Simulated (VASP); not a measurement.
The system is Cr.

```
Cr
1.0
     0.00000    1.84000    1.84000
     1.84000    0.00000    1.84000
     1.84000    1.84000    0.00000
Cr
1
Direct
  0.00000 0.00000 0.00000
```

| Item | Value |
| --- | --- |
| Program | VASP 6.6.1 |
| Task | relaxation of cell and atoms |
| Functional | PBEsol |
| Potentials or basis | VASP PAW PBE potentials, release 64 (Cr_pv) |
| Cutoff | 600 eV |
| k mesh | 8 × 8 × 8 |
| Occupations | gaussian, width 0.1 eV |
| Spin | no spin polarisation |

At the start: pressure -18.0 GPa; volume 12.46 Å³/atom.

**Question.** Where does the relaxation end?

**Answer.** Over 4 steps the energy falls by 58.4 meV/atom and the volume is 11.50 Å³/atom (-7.7 %); space group Fm-3m (No. 225, to 0.05 Å).

Step by step:
```
step  energy change (eV)  largest force (eV/Å)  pressure (GPa)  volume (Å³)
   1              0.0000                0.0000          -18.00        12.46
   2              0.1101                0.0000           43.20        10.10
   3             -0.0583                0.0000           -0.63        11.52
   4             -0.0584                0.0000           -0.43        11.50
```

Final structure:
```xyz
1
Lattice="0.0000 1.7915 1.7915 1.7915 0.0000 1.7915 1.7915 1.7915 0.0000" Properties=species:S:1:pos:R:3 pbc="T T T"
Cr    0.0000    0.0000    0.0000
```

Caveat: the k points lie up to 0.38 Å⁻¹ apart in the final cell; the PAW data sets were made with another functional, which shifts forces and pressure a little; the run has no spin polarisation, though such a crystal can be magnetic.
